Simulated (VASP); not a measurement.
A run of VASP 6.6.1 is set up as follows.

INCAR

```
SYSTEM = InSe
ALGO = Normal
DIPOL = 0.5 0.5 0.500
EDIFF = 1E-6
ENCUT = 520
GGA = PE
IDIPOL = 3
ISIF = 2
ISMEAR = 0
IVDW = 12
LASPH = .True.
LCHARG = .True.
LDIPOL = .True.
LELF = .True.
LREAL = .False.
LVACPOTAV = .True.
LVHAR = .True.
LWAVE = .False.
NBANDS = 27
NELM = 60
PREC = Accurate
SIGMA = 0.02
```

KPOINTS

```
k-points
0
Gamma
  9 9 1
  0 0 0
```

Contents of POSCAR:

```
InSe
1.0
    4.0273261969      0.0000000000      0.0000000000
   -2.0136630984      3.4877667959      0.0000000000
    0.0000000000      0.0000000000     36.7365582894
Se In
2 2
Direct
    0.3333333333      0.6666666667      0.4266973251
    0.3333333333      0.6666666667      0.5733026749
    0.6666666667      0.3333333333      0.4619557468
    0.6666666667      0.3333333333      0.5380442532
```

Potentials or basis: VASP PAW PBE potentials, release 64 (Se, In_d).

Run with:

```console
$ cat potpaw_PBE.64/Se/POTCAR potpaw_PBE.64/In_d/POTCAR > POTCAR
$ mpirun -np 1 vasp_std > vasp.out
```

Problem. What does it give for the ionisation potential of the upper face?

Solution. 5.99 eV.

Problem. Estimate the band gap on the k mesh.

Solution. 1.62 eV, indirect (least direct gap 1.69 eV).

Problem. Estimate the dispersion energy per atom.

Solution. -0.221 eV.

Forces on the atoms (eV/Å):
```
Se   0.000  0.000 -0.013
Se   0.000  0.000  0.013
In   0.000  0.000  0.015
In   0.000  0.000 -0.015
```

Caveat: spin-orbit coupling is left out, which moves the levels of the heavy elements.
